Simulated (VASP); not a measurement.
LiTmH4, 6 atoms in the cell. It takes space group F-43m (No. 216, cubic). Conventional cell: a = 6.599 Å, b = 6.599 Å, c = 6.599 Å, α = 90.00°, β = 90.00°, γ = 90.00°. Li (site symmetry -43m) has 12 H at 2.74 Å and 4 Tm at 2.86 Å within 3.6 Å. Within 3.6 Å of Tm (site symmetry -43m) lie 12 H at 2.74 Å and 4 Li at 2.86 Å. Within 3.1 Å of H (site symmetry 3m) lie 6 H at 2.33 Å and 3 Li at 2.74 Å and 3 Tm at 2.74 Å. The cell was generated, and may not be a known phase.

| Property | Result |
| --- | --- |
| Program | VASP 6.6.1 |
| Task | relaxation of cell and atoms |
| Functional | PBE |
| Potentials or basis | VASP PAW PBE potentials, release 64 (Li_sv, Tm_3, H), 4f in core |
| Cutoff | 750 eV |
| k mesh | 3 × 3 × 3 |
| Occupations | gaussian, width 0.15 eV |
| Spin | no spin polarisation |
| Dipole correction | no |
| Further INCAR settings | ALGO = Normal; EDIFF = 1e-07; IBRION = 2; EDIFFG = -0.08; NSW = 36; ISIF = 3 |

Potentials or basis: VASP PAW PBE potentials, release 64 (Li_sv, Tm_3, H), 4f in core.

Command:

```sh
$ cat potpaw_PBE.64/Li_sv/POTCAR potpaw_PBE.64/Tm_3/POTCAR potpaw_PBE.64/H/POTCAR > POTCAR
$ mpirun -np 1 vasp_std > vasp.out
```

Hardware: 1 thread of Intel Xeon 8259CL (shared host).

Task: How long does it take, and how much memory?

Result: Run time: 72 s on 1 thread of Intel Xeon 8259CL (shared host), peak memory 0.3 GiB. Counts: scf iterations 60, k points 4, ion steps 5.
